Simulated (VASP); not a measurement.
Crystal: Lu.

```xyz
2
Lattice="3.5031 0.0000 0.0000 -1.7515 3.0338 0.0000 0.0000 0.0000 5.5509" Properties=species:S:1:pos:R:3 pbc="T T T"
Lu    0.0000    2.0225    1.3877
Lu    1.7516    1.0113    4.1632
```

| Item | Value |
| --- | --- |
| Program | VASP 6.6.1 |
| Task | relaxation of cell and atoms |
| Functional | PBEsol |
| Potentials or basis | VASP PAW PBE potentials, release 64 (Lu) |
| Cutoff | 600 eV |
| k mesh | 7 × 7 × 4 |
| Occupations | methfessel-paxton, width 0.1 eV |
| Spin | no spin polarisation |

At the start: pressure -2.9 GPa; volume 29.50 Å³/atom.

Task: How do energy, volume and symmetry change on relaxing?

Result: Over 18 steps the energy falls by 21.5 meV/atom and the volume is 27.57 Å³/atom (-6.5 %); space group P6_3/mmc (No. 194, to 0.05 Å).

Step by step:
| step | energy change (eV) | largest force (eV/Å) | pressure (GPa) | volume (Å³) |
| --- | --- | --- | --- | --- |
| 1 | 0.0000 | 0.0000 | -2.94 | 58.99 |
| 2 | -0.0414 | 0.0000 | 0.76 | 54.48 |
| 3 | -0.0426 | 0.0000 | 0.07 | 55.08 |
| 4 | -0.0430 | 0.0000 | 0.49 | 55.14 |
| 5 | -0.0428 | 0.0000 | 0.36 | 55.22 |
| 6 | -0.0429 | 0.0000 | -0.45 | 55.20 |
| 7 | -0.0430 | 0.0000 | -0.49 | 55.16 |
| 8 | -0.0430 | 0.0000 | -0.18 | 55.15 |
| 9 | -0.0428 | 0.0000 | 0.04 | 54.93 |
| 10 | -0.0430 | 0.0000 | 0.15 | 55.01 |
| 11 | -0.0430 | 0.0000 | 0.07 | 55.08 |
| 12 | -0.0430 | 0.0000 | 0.13 | 55.11 |
| 13 | -0.0430 | 0.0000 | 0.12 | 55.13 |
| 14 | -0.0430 | 0.0000 | -0.08 | 55.14 |
| 15 | -0.0430 | 0.0000 | 0.08 | 55.14 |
| 16 | -0.0430 | 0.0000 | -0.13 | 55.14 |
| 17 | -0.0430 | 0.0000 | 0.15 | 55.14 |
| 18 | -0.0430 | 0.0000 | 0.01 | 55.14 |

Final structure:
```
Lu
1.0
     3.44611    0.00000    0.00000
    -1.72305    2.98442    0.00000
     0.00000    0.00000    5.36118
Lu
2
Direct
  0.33333 0.66667 0.25000
  0.66667 0.33333 0.75000
```

Caveat: the PAW data sets were made with another functional, which shifts forces and pressure a little.
